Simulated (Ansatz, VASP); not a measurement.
**Hf: VASP beside Ansatz**

```
CELL_PARAMETERS angstrom
0.00000 2.17994 2.17994
2.17994 0.00000 2.17994
2.17994 2.17994 0.00000
ATOMIC_POSITIONS crystal
Hf 0.00000 0.00000 0.00000
```

Alike in both runs: task single point; functional LDA; k mesh 18 × 18 × 18; occupations gaussian, width 0.15 eV; no spin polarisation.

```csv
,VASP,Ansatz
version,VASP 6.6.1,Ansatz 0.2.0
potentials or method,"VASP PAW LDA potentials, release 64 (Hf_pv), cutoff 520 eV","scalar-relativistic, plane waves, PAW"
valence electrons in the cell,10,26
```

```csv
,VASP,Ansatz,Ansatz less VASP
gap on the k mesh at the Fermi level (eV),none,none,-
pressure (GPa),0.1,0.1,-0.03
```

LDA's correlation is that of Perdew and Zunger in VASP and of Perdew and Wang (1992) in Ansatz. A gap of «none» marks a metal or a gap that the smearing closes. VASP's potentials hold 10 valence electrons a cell and Ansatz's 26, so a difference there can come from the potentials and not from the codes.

Neither program's run includes spin-orbit coupling.
